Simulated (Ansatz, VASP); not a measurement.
**AgBr: VASP beside Ansatz**

```
Ag Br
1.0
     0.00000    2.87015    2.87015
     2.87015    0.00000    2.87015
     2.87015    2.87015    0.00000
Ag Br
1 1
Cartesian
  0.0000 0.0000 0.0000
  2.8702 2.8702 2.8702
```

Alike in both runs: task single point; functional PBE; k mesh 6 × 6 × 6; occupations fermi-dirac, width 0.0272 eV; no spin polarisation.

|  | VASP | Ansatz |
| --- | --- | --- |
| version | VASP 6.6.1 | Ansatz 0.2.0 |
| potentials or method | VASP PAW PBE potentials, release 64 (Ag, Br) | PAW with Ansatz's default frozen-core files, scalar-relativistic |
| plane-wave cutoff (eV) | 500 | 420 |
| valence electrons in the cell | 18 | 26 |

```tsv
	VASP	Ansatz	Ansatz less VASP
pressure (GPa)	2.3	2.3	+0.04
```

With one functional, cell and mesh, what is left measures potentials, basis and numerics. VASP's potentials hold 18 valence electrons a cell and Ansatz's 26, so a difference there can come from the potentials and not from the codes.
